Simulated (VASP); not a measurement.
The system is NbH2.

```xyz
3
Lattice="0.0000 2.2815 2.2815 2.2815 0.0000 2.2815 2.2815 2.2815 0.0000" Properties=species:S:1:pos:R:3 pbc="T T T"
Nb    0.0000    0.0000    0.0000
H     1.1407    1.1407    1.1407
H     3.4223    3.4223    3.4223
```

* Program: VASP 6.6.1
* Task: relaxation of cell and atoms
* Functional: PBEsol
* Potentials or basis: VASP PAW PBE potentials, release 64 (Nb_sv, H)
* Cutoff: 600 eV
* k mesh: 16 × 16 × 16
* Occupations: fermi-dirac, width 0.05 eV
* Spin: no spin polarisation

At the start: pressure -5.7 GPa; volume 7.92 Å³/atom.

Question: How do energy, volume and symmetry change on relaxing?

Answer: Over 3 steps the energy falls by 4.5 meV/atom and the volume is 7.67 Å³/atom (-3.1 %); space group Fm-3m (No. 225, to 0.1 Å) before and after.

The path:
| step | energy change (eV) | largest force (eV/Å) | pressure (GPa) | volume (Å³) |
| --- | --- | --- | --- | --- |
| 1 | 0.0000 | 0.0000 | -5.70 | 23.75 |
| 2 | -0.0122 | 0.0000 | 1.88 | 22.80 |
| 3 | -0.0134 | 0.0000 | 0.02 | 23.01 |

Final structure:
```
Nb H
1.0
     0.00000    2.25766    2.25766
     2.25766    0.00000    2.25766
     2.25766    2.25766    0.00000
Nb H
1 2
Direct
  0.00000 0.00000 0.00000
  0.25000 0.25000 0.25000
  0.75000 0.75000 0.75000
```

Caveat: the PAW data sets were made with another functional, which shifts forces and pressure a little.
